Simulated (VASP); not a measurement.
# LiNbO3 (R3c) in VASP: electric field gradients with PBE

Aim: the electric field gradients of LiNbO3 with PBE.

Everything below comes from runs of VASP 6.6.1. Logs are shortened: lines on timing, memory, paths and dates and some standing lists are left out, and cuts for length are marked.

## 1. The cell of the first run

It takes space group R3c (No. 161, trigonal). Conventional cell: a = 5.190 Å, b = 5.190 Å, c = 14.016 Å, α = 90.00°, β = 90.00°, γ = 120.00°. Li (site symmetry 3) has 6 O at 2.08 to 2.27 Å within 2.8 Å. Nb (site symmetry 3) has 6 O at 1.88 to 2.16 Å within 2.5 Å. Within 2.5 Å of O (site symmetry 1) lie 2 Nb at 1.88 to 2.16 Å and 2 Li at 2.08 to 2.27 Å.

## 2. Electric field gradients, PBE

Contents of INCAR:

```
SYSTEM = LiNbO3
PREC = Accurate
ENCUT = 650
EDIFF = 1E-8
ISMEAR = 0
SIGMA = 0.01
LREAL = .False.
LASPH = .True.
NELM = 120
ALGO = Normal
ISIF = 2
LWAVE = .False.
LCHARG = .False.
GGA = PE
LEFG = .True.
NBANDS = 45
GGA_COMPAT = .False.
```

Contents of KPOINTS:

```
regular mesh
0
Gamma
  6 6 6
  0 0 0
```

Contents of POSCAR:

```
LiNbO3
1.0
    2.5948980084      1.4981650637      4.6718459879
   -2.5948980084      1.4981650637      4.6718459879
    0.0000000000     -2.9963301273      4.6718459879
Li Nb O
2 2 6
Direct
    0.2816558793      0.2816558793      0.2816558793
    0.7816558793      0.7816558793      0.7816558793
    0.0004443669      0.0004443669      0.0004443669
    0.5004443669      0.5004443669      0.5004443669
    0.1105519693      0.3580358663      0.7211269181
    0.7211269181      0.1105519693      0.3580358663
    0.3580358663      0.7211269181      0.1105519693
    0.2211269181      0.8580358663      0.6105519693
    0.8580358663      0.6105519693      0.2211269181
    0.6105519693      0.2211269181      0.8580358663
```

Potentials or basis: VASP PAW PBE potentials, release 64 (Li_sv, Nb_sv, O).

Started as:

```console
$ cat potpaw_PBE.64/Li_sv/POTCAR potpaw_PBE.64/Nb_sv/POTCAR potpaw_PBE.64/O/POTCAR > POTCAR
$ mpirun -np 1 vasp_std > vasp.out
```

OUTCAR:

```text
SYSTEM = LiNbO3
   PREC = Accurate
   ENCUT = 650
   EDIFF = 1E-8
   ISMEAR = 0
   LREAL = .False.
   LASPH = .True.
   NELM = 120
   ISIF = 2
   GGA = PE

 ion  position               nearest neighbor table
   1  0.282  0.282  0.282-  10 2.08   9 2.08   8 2.08   5 2.27   6 2.27   7 2.27
   2  0.782  0.782  0.782-   6 2.08   5 2.08   7 2.08   9 2.27  10 2.27   8 2.27
   3  0.000  0.000  0.000-   6 1.88   7 1.88   5 1.88   8 2.16  10 2.16   9 2.16
   4  0.500  0.500  0.500-  10 1.88   8 1.88   9 1.88   7 2.16   6 2.16   5 2.16
   5  0.111  0.358  0.721-   3 1.88   2 2.08   4 2.16   1 2.27
   6  0.721  0.111  0.358-   3 1.88   2 2.08   4 2.16   1 2.27
   7  0.358  0.721  0.111-   3 1.88   2 2.08   4 2.16   1 2.27
   8  0.221  0.858  0.611-   4 1.88   1 2.08   3 2.16   2 2.27
   9  0.858  0.611  0.221-   4 1.88   1 2.08   3 2.16   2 2.27
  10  0.611  0.221  0.858-   4 1.88   1 2.08   3 2.16   2 2.27

  LATTYP: Found a trigonal (rhomboedric) cell.
 ALAT       =     5.5501476707
 COS(alpha) =     0.5628187733

  Lattice vectors:

 A1 = (   2.5948980084,   1.4981650637,   4.6718459879)
 A2 = (  -2.5948980084,   1.4981650637,   4.6718459879)
 A3 = (   0.0000000000,  -2.9963301273,   4.6718459879)

Analysis of symmetry for initial positions (statically):
=====================================================================
 Subroutine PRICEL returns:
 Original cell was already a primitive cell.

 Routine SETGRP: Setting up the symmetry group for a
 trigonal (rhombohedral) supercell.

 Subroutine GETGRP returns: Found  6 space group operations
 (whereof  3 operations were pure point group operations)
 out of a pool of 12 trial point group operations.

The static configuration has the point symmetry C_3 .
 The point group associated with its full space group is C_3v.

Analysis of symmetry for dynamics (positions and initial velocities):
=====================================================================
 Subroutine PRICEL returns:
 Original cell was already a primitive cell.

 Routine SETGRP: Setting up the symmetry group for a
 trigonal (rhombohedral) supercell.

 Subroutine GETGRP returns: Found  6 space group operations
 (whereof  3 operations were pure point group operations)
 out of a pool of 12 trial point group operations.

The dynamic configuration has the point symmetry C_3 .
 The point group associated with its full space group is C_3v.

 Subroutine INISYM returns: Found  6 space group operations
 (whereof  3 operations are pure point group operations),
 and found     1 'primitive' translations

----------------------------------------------------------------------------------------

                                     Primitive cell

  volume of cell :     108.9732

  direct lattice vectors                    reciprocal lattice vectors
     2.594898008  1.498165064  4.671845988     0.192685801  0.111247199  0.071349384
    -2.594898008  1.498165064  4.671845988    -0.192685801  0.111247199  0.071349384
     0.000000000 -2.996330127  4.671845988     0.000000000 -0.222494398  0.071349384

  length of vectors
     5.550147671  5.550147671  5.550147671     0.233654642  0.233654642  0.233654642

  position of ions in fractional coordinates (direct lattice)
     0.281655879  0.281655879  0.281655879
     0.781655879  0.781655879  0.781655879
     0.000444367  0.000444367  0.000444367
     0.500444367  0.500444367  0.500444367
     0.110551969  0.358035866  0.721126918
     0.721126918  0.110551969  0.358035866
     0.358035866  0.721126918  0.110551969
     0.221126918  0.858035866  0.610551969
     0.858035866  0.610551969  0.221126918
     0.610551969  0.221126918  0.858035866

  ion indices of the primitive-cell ions
   primitive index   ion index
                 1           1
                 2           2
                 3           3
                 4           4
[... 86 lines left out ...]
   POTIM  = 0.5000    time-step for ionic-motion
   TEBEG  =    0.0;   TEEND  =   0.0 temperature during run
   PSTRESS=    0.0 pullay stress
   NELECT =      68.0000    total number of electrons
   NUPDOWN=      -1.0000    fix difference up-down
   EMIN   =  10.00;   EMAX   =-10.00  energy-range for DOS
   EFERMI =   0.00;   METHOD = LEGACY
   ISMEAR =     0;   SIGMA  =   0.01  broadening in eV -4-tet -1-fermi 0-gaus
   EFERMI_NEDOS =   21; number of points for ismear=-14 and -15
   IALGO  =     38    algorithm
   IMIX   =      4    mixing-type and parameters
     AMIX     =   0.40;   BMIX     =  1.00
     AMIX_MAG =   1.60;   BMIX_MAG =  1.00
  volume/ion in A,a.u.               =      10.90        73.54
  Fermi-wavevector in a.u.,A,eV,Ry     =   1.398958  2.643647 26.627723  1.957082
  Thomas-Fermi vector in A             =   2.522064
   LORBIT       =      0    0 simple, 1 ext, 2 COOP (PROOUT), +10 PAW based schemes
   GGA     = PE    functional components
   LHFCALC =     F    Hartree Fock is set to
   AEXX    =    0.0000 exact exchange contribution
   IVDW    =     0    specifies the selected vdW correction
   LEPSILON=     F    determine dielectric tensor
   LRPA    =     F    only Hartree local field effects (RPA)
 non-spin polarized calculation
 Gauss-broadening in eV      SIGMA  =   0.01
  energy-cutoff  :      650.00
  volume of cell :      108.97
 maximum number of plane-waves:      4120
 NGX is ok and might be reduce to    48
   NGX = 23   NGY = 23   NGZ = 23

 number of electron      67.9999994 magnetization

 Free energy of the ion-electron system (eV)
  ---------------------------------------------------
  ext. energy  EPLUGINS =         0.00000000
  ---------------------------------------------------
  free energy    TOTEN  =       -80.06691372 eV

  energy without entropy =      -80.06691372  energy(sigma->0) =      -80.06691372

 E-fermi :   3.3989     XC(G=0): -10.6673

 val. band max:        3.3189199071   @ k =   0.1667   0.1667   0.1667
 cond. band min:       6.8763522965   @ k =   0.5000   0.3333   0.0000
 fundamental gap:      3.5574323894
 Fermi energy:         3.3989421196

 k-point     1 :       0.0000    0.0000    0.0000
  band No.  band energies     occupation
      1     -50.9164      2.00000
      2     -50.9031      2.00000
      3     -39.3411      2.00000
      4     -39.3390      2.00000
      5     -27.1893      2.00000
      6     -27.1893      2.00000
[... 1141 lines left out ...]
     44      12.6518      0.00000
     45      13.5975      0.00000

 [... further k-points ...]
[... 5 lines left out ...]
  --------------------------------------------------------------------------------------
  -------------------------------------------------------------------------------------
  Total       -0.4434441     -0.4434441     -0.4371355      0.0000000     -0.0000000     -0.0000000
  in kB       -6.5197317     -6.5197317     -6.4269802      0.0000000     -0.0000000     -0.0000000
  external PRESSURE =      -6.4888145 kB  Pullay stress =       0.0000000 kB

 VOLUME and BASIS-vectors are now :
 -----------------------------------------------------------------------------
  energy-cutoff  :      650.00
  volume of cell :      108.97
      direct lattice vectors                 reciprocal lattice vectors
     2.594898008  1.498165064  4.671845988     0.192685801  0.111247199  0.071349384
    -2.594898008  1.498165064  4.671845988    -0.192685801  0.111247199  0.071349384
     0.000000000 -2.996330127  4.671845988     0.000000000 -0.222494398  0.071349384

 POSITION                                       TOTAL-FORCE (eV/Angst)
 -----------------------------------------------------------------------------------
      0.00000      0.00000      3.94756        -0.000000      0.000000      0.000329
      0.00000      0.00000     10.95533        -0.000000      0.000000      0.000329
      0.00000      0.00000      0.00623        -0.000000     -0.000000     -0.020181
      0.00000      0.00000      7.01400        -0.000000     -0.000000     -0.020181
     -0.64220     -1.45871      5.55816         0.008397     -0.001676      0.006617
      1.58438      0.17320      5.55816        -0.002747      0.008110      0.006617
     -0.94218      1.28551      5.55816        -0.005650     -0.006434      0.006617
     -1.65271     -0.21265      7.89409         0.005650     -0.006434      0.006617
      0.64220      1.53762      7.89409        -0.008397     -0.001676      0.006617
      1.01052     -1.32497      7.89409         0.002747      0.008110      0.006617
 -----------------------------------------------------------------------------------
    total drift:                               -0.000000     -0.000000      0.000828

  FREE ENERGIE OF THE ION-ELECTRON SYSTEM (eV)
  ---------------------------------------------------
  free  energy   TOTEN  =       -80.0669137156 eV

  energy  without entropy=      -80.0669137156  energy(sigma->0) =      -80.06691372

 Electric field gradients (V/A^2)
---------------------------------------------------------------------
 ion       V_xx      V_yy      V_zz      V_xy      V_xz      V_yz
---------------------------------------------------------------------
   1      -0.164    -0.164     0.328     0.000    -0.000    -0.000
   2      -0.164    -0.164     0.328    -0.000     0.000    -0.000
   3     -15.999   -15.999    31.997     0.000    -0.000    -0.000
   4     -15.999   -15.999    31.997    -0.000     0.000    -0.000
   5      -8.704    -0.114     8.819    10.797    -2.127    12.787
   6       7.089   -15.907     8.819    -1.679   -10.011    -8.235
   7     -11.612     2.794     8.819    -9.118    12.138    -4.552
   8     -11.612     2.794     8.819     9.118   -12.138    -4.552
   9      -8.704    -0.114     8.819   -10.797     2.127    12.787
  10       7.089   -15.907     8.819     1.679    10.011    -8.235
---------------------------------------------------------------------

 Electric field gradients after diagonalization (V/A^2)
 (convention: |V_zz| > |V_xx| > |V_yy|)
----------------------------------------------------------------------
 ion       V_xx      V_yy      V_zz     asymmetry (V_yy - V_xx)/ V_zz
----------------------------------------------------------------------
   1      -0.164    -0.164     0.328       0.000
   2      -0.164    -0.164     0.328       0.000
   3     -15.999   -15.999    31.997       0.000
   4     -15.999   -15.999    31.997       0.000
   5      18.752     0.506   -19.258       0.947
   6      18.752     0.506   -19.258       0.947
   7      18.752     0.506   -19.258       0.947
   8      18.752     0.506   -19.258       0.947
   9      18.752     0.506   -19.258       0.947
  10      18.752     0.506   -19.258       0.947
----------------------------------------------------------------------

           NMR quadrupolar parameters

 Cq : quadrupolar parameter    Cq=e*Q*V_zz/h
 eta: asymmetry parameters     (V_yy - V_xx)/ V_zz
 Q  : nuclear electric quadrupole moment in mb (millibarn)
----------------------------------------------------------------------
 ion       Cq(MHz)       eta       Q (mb)
----------------------------------------------------------------------
   1       0.001       0.000       1.000
   2       0.001       0.000       1.000
   3       0.077       0.000       1.000
   4       0.077       0.000       1.000
   5      -0.047       0.947       1.000
   6      -0.047       0.947       1.000
   7      -0.047       0.947       1.000
   8      -0.047       0.947       1.000
   9      -0.047       0.947       1.000
  10      -0.047       0.947       1.000
----------------------------------------------------------------------
```

Wall time 13 min (1 thread of AMD EPYC 7R13, shared host); peak memory 0.38 GiB.

What came out:

```
Free energy            : -80.0669 eV
Pressure               : -0.6 GPa
Largest force          : 0.020 eV/Å
Band gap on the k mesh : 3.56 eV, indirect (least direct gap 3.58 eV)
```

Forces in eV/Å, atoms in the order of the input:
```
Li   0.000  0.000  0.000
Li   0.000  0.000  0.000
Nb   0.000  0.000 -0.020
Nb   0.000  0.000 -0.020
O    0.008 -0.002  0.007
O   -0.003  0.008  0.007
O   -0.006 -0.006  0.007
O    0.006 -0.006  0.007
O   -0.008 -0.002  0.007
O    0.003  0.008  0.007
```

Electric field gradients, principal values (V/Å²):
```tsv
atom	least	middle	greatest (by size)
1 Li	-0.164	-0.164	0.328
2 Li	-0.164	-0.164	0.328
3 Nb	-15.999	-15.999	31.997
4 Nb	-15.999	-15.999	31.997
5 O	0.506	18.752	-19.258
6 O	0.506	18.752	-19.258
7 O	0.506	18.752	-19.258
8 O	0.506	18.752	-19.258
9 O	0.506	18.752	-19.258
10 O	0.506	18.752	-19.258
```

Caveat: without QUAD_EFG the Cq values of the log hold for a quadrupole moment of 1 mb, not for the nuclei.
